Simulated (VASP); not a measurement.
# Ti15CO32 (a cell with a defect) in VASP: electric field gradients with PBE

Aim: the electric field gradients of Ti15CO32 (a cell with a defect) with PBE.

Program: VASP 6.6.1. These are calculated values, not measurements. Logs are shortened: lines on timing, memory, paths and dates and some standing lists are left out, and cuts for length are marked.

## Step 1: The cell of the first run

The cell holds a defect, 48 atoms: a = 8.673 Å, b = 8.673 Å, c = 8.673 Å, α = 116.79°, β = 100.95°, γ = 111.05°.

## Step 2: Electric field gradients, PBE

The input, INCAR:

```
SYSTEM = Ti15CO32
PREC     = Accurate       ! precision mode
ENCUT    = 520            ! plane-wave cutoff, eV
EDIFF    = 1E-8           ! SCF threshold, eV
ISMEAR   = -1             ! smearing method
SIGMA    = 0.01           ! smearing width, eV
LREAL    = Auto         
LASPH    = .TRUE.         ! aspherical terms in the spheres
NELM     = 100            ! most SCF steps
ALGO     = Normal         ! electronic algorithm
ISIF     = 2              ! what is computed and relaxed
LWAVE    = .FALSE.        ! write WAVECAR
LCHARG   = .FALSE.        ! write CHGCAR
GGA      = PE             ! functional
LEFG     = .TRUE.       
NBANDS   = 218            ! bands
```

The input, KPOINTS:

```
Automatic mesh
0
G
  3 3 3
  0 0 0
```

The input, POSCAR:

```
Ti15CO32
1.0
   -4.5453495500      5.5196194400      4.9091968600
    4.5453495500     -5.5196194400      4.9091968600
    4.5453495500      5.5196194400     -4.9091968600
C Ti O
1 15 32
Direct
    0.7114954650      0.6250000000      0.5864954650
    0.2114954650      0.1250000000      0.5864954650
    0.2114954650      0.6250000000      0.0864954650
    0.7114954650      0.1250000000      0.0864954650
    0.5385045350      0.1250000000      0.4135045350
    0.0385045350      0.6250000000      0.4135045350
    0.0385045350      0.1250000000      0.9135045350
    0.5385045350      0.6250000000      0.9135045350
    0.2885045350      0.3750000000      0.4135045350
    0.7885045350      0.8750000000      0.4135045350
    0.7885045350      0.3750000000      0.9135045350
    0.2885045350      0.8750000000      0.9135045350
    0.4614954650      0.3750000000      0.0864954650
    0.9614954650      0.8750000000      0.0864954650
    0.9614954650      0.3750000000      0.5864954650
    0.4614954650      0.8750000000      0.5864954650
    0.3498131400      0.4049501500      0.6734123700
    0.8498131400      0.9049501500      0.6734123700
    0.8498131400      0.4049501500      0.1734123700
    0.3498131400      0.9049501500      0.1734123700
    0.9001868600      0.5735992300      0.5551370100
    0.4001868600      0.0735992300      0.5551370100
    0.4001868600      0.5735992300      0.0551370100
    0.9001868600      0.0735992300      0.0551370100
    0.7315377800      0.6764007700      0.8265876300
    0.2315377800      0.1764007700      0.8265876300
    0.2315377800      0.6764007700      0.3265876300
    0.7315377800      0.1764007700      0.3265876300
    0.5184622200      0.3450498500      0.4448629900
    0.0184622200      0.8450498500      0.4448629900
    0.0184622200      0.3450498500      0.9448629900
    0.5184622200      0.8450498500      0.9448629900
    0.4815377800      0.6549501500      0.5551370100
    0.9815377800      0.1549501500      0.5551370100
    0.9815377800      0.6549501500      0.0551370100
    0.4815377800      0.1549501500      0.0551370100
    0.2684622200      0.3235992300      0.1734123700
    0.7684622200      0.8235992300      0.1734123700
    0.7684622200      0.3235992300      0.6734123700
    0.2684622200      0.8235992300      0.6734123700
    0.0998131400      0.4264007700      0.4448629900
    0.5998131400      0.9264007700      0.4448629900
    0.5998131400      0.4264007700      0.9448629900
    0.0998131400      0.9264007700      0.9448629900
    0.6501868600      0.5950498500      0.3265876300
    0.1501868600      0.0950498500      0.3265876300
    0.1501868600      0.5950498500      0.8265876300
    0.6501868600      0.0950498500      0.8265876300
```

Potentials or basis: VASP PAW PBE potentials, release 64 (C, Ti_sv, O).

The run is started by

```bash
$ cat potpaw_PBE.64/C/POTCAR potpaw_PBE.64/Ti_sv/POTCAR potpaw_PBE.64/O/POTCAR > POTCAR
$ mpirun -np 1 vasp_std > vasp.out
```

OUTCAR:

```text
SYSTEM = Ti15CO32
   PREC = Accurate
   ENCUT = 520
   EDIFF = 1E-8
   ISMEAR = -1
   LREAL = Auto
   LASPH = .TRUE.
   NELM = 100
   ISIF = 2
   GGA = PE

 ion  position               nearest neighbor table
   1  0.711  0.625  0.586-  21 1.88  25 1.88  29 1.95  18 1.95
   2  0.211  0.125  0.586-  22 1.88  26 1.88  30 1.95  17 1.95  34 2.09  46 2.09
   3  0.211  0.625  0.086-  23 1.88  27 1.88  31 1.95  20 1.95  35 2.09  47 2.09
   4  0.711  0.125  0.086-  24 1.88  28 1.88  32 1.95  19 1.95  36 2.09  48 2.09
   5  0.539  0.125  0.414-  20 1.88  29 1.88  28 1.95  22 1.95  42 2.09  39 2.09
   6  0.039  0.625  0.414-  19 1.88  30 1.88  27 1.95  21 1.95  41 2.09  40 2.09
   7  0.039  0.125  0.914-  18 1.88  31 1.88  26 1.95  24 1.95  44 2.09  37 2.09
   8  0.539  0.625  0.914-  17 1.88  32 1.88  25 1.95  23 1.95  43 2.09  38 2.09
   9  0.289  0.375  0.414-  41 1.88  37 1.88  33 1.95  46 1.95  17 2.09  29 2.09
  10  0.789  0.875  0.414-  42 1.88  38 1.88  34 1.95  45 1.95  18 2.09  30 2.09
  11  0.789  0.375  0.914-  43 1.88  39 1.88  35 1.95  48 1.95  19 2.09  31 2.09
  12  0.289  0.875  0.914-  44 1.88  40 1.88  36 1.95  47 1.95  20 2.09  32 2.09
  13  0.461  0.375  0.086-  45 1.88  36 1.88  37 1.95  43 1.95  23 2.09  26 2.09
  14  0.961  0.875  0.086-  46 1.88  35 1.88  38 1.95  44 1.95  24 2.09  25 2.09
  15  0.961  0.375  0.586-  47 1.88  34 1.88  39 1.95  41 1.95  21 2.09  28 2.09
  16  0.461  0.875  0.586-  48 1.88  33 1.88  40 1.95  42 1.95  22 2.09  27 2.09
  17  0.350  0.405  0.673-   8 1.88   2 1.95   9 2.09
  18  0.850  0.905  0.673-   7 1.88   1 1.95  10 2.09
  19  0.850  0.405  0.173-   6 1.88   4 1.95  11 2.09
  20  0.350  0.905  0.173-   5 1.88   3 1.95  12 2.09
  21  0.900  0.574  0.555-   1 1.88   6 1.95  15 2.09
  22  0.400  0.074  0.555-   2 1.88   5 1.95  16 2.09
[... 8 lines left out ...]
  31  0.018  0.345  0.945-   7 1.88   3 1.95  11 2.09
  32  0.518  0.845  0.945-   8 1.88   4 1.95  12 2.09
  33  0.482  0.655  0.555-  16 1.88   9 1.95
  34  0.982  0.155  0.555-  15 1.88  10 1.95   2 2.09
  35  0.982  0.655  0.055-  14 1.88  11 1.95   3 2.09
  36  0.482  0.155  0.055-  13 1.88  12 1.95   4 2.09
  37  0.268  0.324  0.173-   9 1.88  13 1.95   7 2.09
  38  0.768  0.824  0.173-  10 1.88  14 1.95   8 2.09
  39  0.768  0.324  0.673-  11 1.88  15 1.95   5 2.09
  40  0.268  0.824  0.673-  12 1.88  16 1.95   6 2.09
  41  0.100  0.426  0.445-   9 1.88  15 1.95   6 2.09
  42  0.600  0.926  0.445-  10 1.88  16 1.95   5 2.09
  43  0.600  0.426  0.945-  11 1.88  13 1.95   8 2.09
  44  0.100  0.926  0.945-  12 1.88  14 1.95   7 2.09
  45  0.650  0.595  0.327-  13 1.88  10 1.95
  46  0.150  0.095  0.327-  14 1.88   9 1.95   2 2.09
  47  0.150  0.595  0.827-  15 1.88  12 1.95   3 2.09
  48  0.650  0.095  0.827-  16 1.88  11 1.95   4 2.09

  LATTYP: Found a body centered orthorhombic cell.
 ALAT       =     9.0906991000
 B/A-ratio  =     1.0800482572
 C/A-ratio  =     1.2143443269

  Lattice vectors:

 A1 = (  -4.5453495500,  -5.5196194400,   4.9091968600)
 A2 = (   4.5453495500,  -5.5196194400,  -4.9091968600)
 A3 = (   4.5453495500,   5.5196194400,   4.9091968600)

Analysis of symmetry for initial positions (statically):
=====================================================================
 Subroutine PRICEL returns:
 Original cell was already a primitive cell.

 Routine SETGRP: Setting up the symmetry group for a
 body centered orthorhombic supercell.

 Subroutine GETGRP returns: Found  2 space group operations
 (whereof  1 operations were pure point group operations)
 out of a pool of  8 trial point group operations.

The static configuration has the point symmetry C_1 .
 The point group associated with its full space group is C_2 .

Analysis of symmetry for dynamics (positions and initial velocities):
=====================================================================
 Subroutine PRICEL returns:
 Original cell was already a primitive cell.

 Routine SETGRP: Setting up the symmetry group for a
 body centered orthorhombic supercell.

 Subroutine GETGRP returns: Found  2 space group operations
 (whereof  1 operations were pure point group operations)
[... 195 lines left out ...]
   ISMEAR =    -1;   SIGMA  =   0.01  broadening in eV -4-tet -1-fermi 0-gaus
   EFERMI_NEDOS =   21; number of points for ismear=-14 and -15
   IALGO  =     38    algorithm
   IMIX   =      4    mixing-type and parameters
     AMIX     =   0.40;   BMIX     =  1.00
     AMIX_MAG =   1.60;   BMIX_MAG =  1.00
  volume/ion in A,a.u.               =      10.26        69.26
  Fermi-wavevector in a.u.,A,eV,Ry     =   1.496081  2.827183 30.453361  2.238259
  Thomas-Fermi vector in A             =   2.608143
   LORBIT       =      0    0 simple, 1 ext, 2 COOP (PROOUT), +10 PAW based schemes
   GGA     = PE    functional components
   LHFCALC =     F    Hartree Fock is set to
   AEXX    =    0.0000 exact exchange contribution
   IVDW    =     0    specifies the selected vdW correction
   LEPSILON=     F    determine dielectric tensor
   LRPA    =     F    only Hartree local field effects (RPA)
 non-spin polarized calculation
  energy-cutoff  :      520.00
  volume of cell :      492.66
 maximum number of plane-waves:     13312
 NGX is ok and might be reduce to    70
   NGX = 33   NGY = 33   NGZ = 33

 number of electron     375.9999994 magnetization

 Free energy of the ion-electron system (eV)
  ---------------------------------------------------
  ext. energy  EPLUGINS =         0.00000000
  ---------------------------------------------------
  free energy    TOTEN  =      -416.00879349 eV

  energy without entropy =     -416.00879349  energy(sigma->0) =     -416.00879349

 E-fermi :   4.7154     XC(G=0): -11.4533

 val. band max:        4.4354284471   @ k =   0.0000   0.0000   0.0000
 cond. band min:       5.0271965396   @ k =  -0.0000   0.3333   0.0000
 fundamental gap:      0.5917680926
 Fermi energy:         4.7153555253

 k-point     1 :       0.0000    0.0000    0.0000
  band No.  band energies     occupation
      1     -52.0813      2.00000
      2     -52.0758      2.00000
      3     -52.0757      2.00000
      4     -52.0701      2.00000
      5     -52.0562      2.00000
      6     -52.0523      2.00000
[... 2019 lines left out ...]
    199       7.4023      0.00000
    200       7.4756      0.00000
 [bands above 200 left out]

------------------------ aborting loop because EDIFF is reached ----------------------------------------

  FORCE on cell =-STRESS in cart. coord.  units (eV):
  Direction    XX          YY          ZZ          XY          YZ          ZX
  --------------------------------------------------------------------------------------
  -------------------------------------------------------------------------------------
  Total        4.2745262      6.2934527      3.4284698      0.0000000      0.0000000      1.1378328
  in kB       13.9011812     20.4669293     11.1497221      0.0000000      0.0000000      3.7003446
  external PRESSURE =      15.1726109 kB  Pullay stress =       0.0000000 kB

 VOLUME and BASIS-vectors are now :
 -----------------------------------------------------------------------------
  energy-cutoff  :      520.00
  volume of cell :      492.66
      direct lattice vectors                 reciprocal lattice vectors
    -4.545349550  5.519619440  4.909196860     0.000000000  0.090585955  0.101849654
     4.545349550 -5.519619440  4.909196860     0.110002541  0.000000000  0.101849654
     4.545349550  5.519619440 -4.909196860     0.110002541  0.090585955  0.000000000

 POSITION                                       TOTAL-FORCE (eV/Angst)
 -----------------------------------------------------------------------------------
      2.27267      3.71465      3.68190        -0.000000      1.276438     -0.000000
      2.27267      3.71465     -1.22730        -0.000000      0.311130     -0.000000
      2.27267     -1.80497      3.68190        -0.000000      0.034110     -0.000000
     -2.27267      3.71465      3.68190        -0.000000      0.082512     -0.000000
      0.00000      4.56478      1.22730         0.021118      0.168088      0.226474
      4.54535     -0.95484      1.22730         0.293498     -0.431743     -0.050702
[... 40 lines left out ...]
      5.77919      2.10697     -0.39937        -0.067155      0.044012     -0.016176
      1.23384      7.62659     -0.39937        -0.007006     -0.042254      0.045733
 -----------------------------------------------------------------------------------
    total drift:                                0.000000     -0.002223      0.000000

  FREE ENERGIE OF THE ION-ELECTRON SYSTEM (eV)
  ---------------------------------------------------
  free  energy   TOTEN  =      -416.0087934891 eV

  energy  without entropy=     -416.0087934891  energy(sigma->0) =     -416.00879349

 Electric field gradients (V/A^2)
---------------------------------------------------------------------
 ion       V_xx      V_yy      V_zz      V_xy      V_xz      V_yz
---------------------------------------------------------------------
   1      -2.650     4.018    -1.368    -0.000    -0.599     0.000
   2     -13.847    26.306   -12.459    -0.000     3.062    -0.000
   3     -13.442    25.440   -11.999    -0.000     3.454    -0.000
   4     -14.328    26.408   -12.081    -0.000     3.161    -0.000
   5     -16.643    31.846   -15.203    -2.476    -3.993     0.732
   6     -14.807    25.459   -10.652     0.029    -5.253    -3.617
[... 40 lines left out ...]
  47      -3.921    -0.301     4.221    21.979     6.623    -2.655
  48      -5.419     0.824     4.595    22.300     6.842    -2.263
---------------------------------------------------------------------

 Electric field gradients after diagonalization (V/A^2)
 (convention: |V_zz| > |V_xx| > |V_yy|)
----------------------------------------------------------------------
 ion       V_xx      V_yy      V_zz     asymmetry (V_yy - V_xx)/ V_zz
----------------------------------------------------------------------
   1      -2.886    -1.132     4.018       0.437
   2     -16.293   -10.013    26.306       0.239
   3     -16.249    -9.192    25.440       0.277
   4     -16.559    -9.849    26.408       0.254
   5     -20.020   -11.971    31.991       0.252
   6     -18.473    -7.353    25.825       0.431
[... 40 lines left out ...]
  47      20.367     5.293   -25.660       0.587
  48      20.731     5.524   -26.255       0.579
----------------------------------------------------------------------

           NMR quadrupolar parameters

 Cq : quadrupolar parameter    Cq=e*Q*V_zz/h
 eta: asymmetry parameters     (V_yy - V_xx)/ V_zz
 Q  : nuclear electric quadrupole moment in mb (millibarn)
----------------------------------------------------------------------
 ion       Cq(MHz)       eta       Q (mb)
----------------------------------------------------------------------
   1       0.010       0.437       1.000
   2       0.064       0.239       1.000
   3       0.062       0.277       1.000
   4       0.064       0.254       1.000
   5       0.077       0.252       1.000
   6       0.062       0.431       1.000
[... 40 lines left out ...]
  47      -0.062       0.587       1.000
  48      -0.063       0.579       1.000
----------------------------------------------------------------------
```

It took 43 min on 1 thread of Intel Xeon 6975P-C (Granite Rapids), shared host; peak memory 1.1 GiB.

What came out:

```yaml
Free_energy: -416.0088 eV
Pressure: 1.5 GPa
Largest_force: 2.806 eV/Å
Band_gap_on_the_k_mesh: 0.59 eV
Largest_electric_field_gradient_by_atom: C +4.0; Ti +26.3, +25.4, +26.4, +32.0, +25.8, +25.7, +24.0 (each value once); O -25.5, +137.6, -26.0, -24.5, +178.0, -25.3, -22.1, -26.8, +83.2, -23.4, -25.7, -26.3, -28.2, -22.6, -23.7, -23.6 (each value once) V/Å²
```

Forces in eV/Å, atoms in the order of the input:
```
C    0.000  1.276  0.000
Ti   0.000  0.311  0.000
Ti   0.000  0.034  0.000
Ti   0.000  0.083  0.000
Ti   0.021  0.168  0.226
Ti   0.293 -0.432 -0.051
Ti  -0.021  0.168 -0.226
Ti  -0.293 -0.432  0.051
Ti   0.073  0.074  0.347
Ti  -0.073  0.074 -0.347
Ti   0.012 -0.084 -0.062
Ti  -0.012 -0.084  0.062
Ti   0.057  0.276 -0.134
Ti  -0.430 -0.262  0.255
Ti   0.430 -0.262 -0.255
Ti  -0.057  0.276  0.134
O    0.101  0.006 -0.034
O   -1.126  0.194 -1.695
O   -0.014 -0.014  0.058
O    0.088 -0.007 -0.006
O    2.024 -1.475 -1.265
O    0.100 -0.078 -0.049
O    0.077  0.005 -0.028
O    0.113  0.030 -0.005
O   -2.024 -1.475  1.265
O   -0.100 -0.078  0.049
O   -0.077  0.005  0.028
O   -0.113  0.030  0.005
O    1.126  0.194  1.695
O   -0.101  0.006  0.034
O   -0.088 -0.007  0.006
O    0.014 -0.014 -0.058
O   -0.346  0.653  0.186
O   -0.033  0.157 -0.208
O    0.067  0.044  0.016
O    0.007 -0.042 -0.046
O    0.008 -0.029 -0.060
O   -0.171 -0.107  0.049
O   -0.068  0.040  0.026
O   -0.004  0.031 -0.007
O    0.171 -0.107 -0.049
O   -0.008 -0.029  0.060
O    0.004  0.031  0.007
O    0.068  0.040 -0.026
O    0.346  0.653 -0.186
O    0.033  0.157  0.208
O   -0.067  0.044 -0.016
O   -0.007 -0.042  0.046
```

Levels at points of the mesh, in eV from the valence-band top:
```
           k point  band 186  band 187  band 188  band 189  band 190  band 191
(0.00, 0.00, 0.00)     -0.31     -0.08      0.00      0.60      2.50      2.65
```

Electric field gradients, principal values (V/Å²):
| atom | least | middle | greatest (by size) |
| --- | --- | --- | --- |
| 1 C | -1.132 | -2.886 | 4.018 |
| 2 Ti | -10.013 | -16.293 | 26.306 |
| 3 Ti | -9.192 | -16.249 | 25.440 |
| 4 Ti | -9.849 | -16.559 | 26.408 |
| 5 Ti | -11.971 | -20.020 | 31.991 |
| 6 Ti | -7.353 | -18.473 | 25.825 |
| 7 Ti | -11.971 | -20.020 | 31.991 |
| 8 Ti | -7.353 | -18.472 | 25.825 |
| 9 Ti | -9.143 | -16.607 | 25.750 |
| 10 Ti | -9.142 | -16.607 | 25.749 |
| 11 Ti | -9.391 | -16.322 | 25.713 |
| 12 Ti | -9.391 | -16.322 | 25.713 |
| 13 Ti | -9.224 | -14.814 | 24.038 |
| 14 Ti | -9.095 | -16.299 | 25.393 |
| 15 Ti | -9.095 | -16.299 | 25.393 |
| 16 Ti | -9.224 | -14.814 | 24.038 |
| 17 O | 5.498 | 20.049 | -25.547 |
| 18 O | -43.477 | -94.078 | 137.554 |
| 19 O | 4.572 | 21.415 | -25.988 |
| 20 O | 4.572 | 19.974 | -24.546 |
| 21 O | -66.101 | -111.942 | 178.043 |
| 22 O | 4.300 | 21.016 | -25.317 |
| 23 O | 3.093 | 18.973 | -22.065 |
| 24 O | 5.562 | 21.203 | -26.764 |
| 25 O | -66.101 | -111.944 | 178.045 |
| 26 O | 4.300 | 21.018 | -25.319 |
| 27 O | 3.093 | 18.975 | -22.067 |
| 28 O | 5.562 | 21.205 | -26.766 |
| 29 O | -43.477 | -94.076 | 137.553 |
| 30 O | 5.498 | 20.046 | -25.544 |
| 31 O | 4.572 | 19.972 | -24.543 |
| 32 O | 4.572 | 21.413 | -25.985 |
| 33 O | -21.477 | -61.680 | 83.157 |
| 34 O | 4.927 | 18.493 | -23.420 |
| 35 O | 5.293 | 20.365 | -25.658 |
| 36 O | 5.524 | 20.728 | -26.253 |
| 37 O | 5.440 | 20.835 | -26.275 |
| 38 O | 2.866 | 25.316 | -28.182 |
| 39 O | 3.773 | 18.847 | -22.620 |
| 40 O | 3.788 | 19.863 | -23.651 |
| 41 O | 2.866 | 25.314 | -28.181 |
| 42 O | 5.440 | 20.833 | -26.273 |
| 43 O | 3.788 | 19.861 | -23.649 |
| 44 O | 3.774 | 18.845 | -22.618 |
| 45 O | -21.474 | -61.683 | 83.156 |
| 46 O | 4.926 | 18.497 | -23.423 |
| 47 O | 5.293 | 20.367 | -25.660 |
| 48 O | 5.524 | 20.731 | -26.255 |

Caveat: without QUAD_EFG the Cq values of the log hold for a quadrupole moment of 1 mb, not for the nuclei.
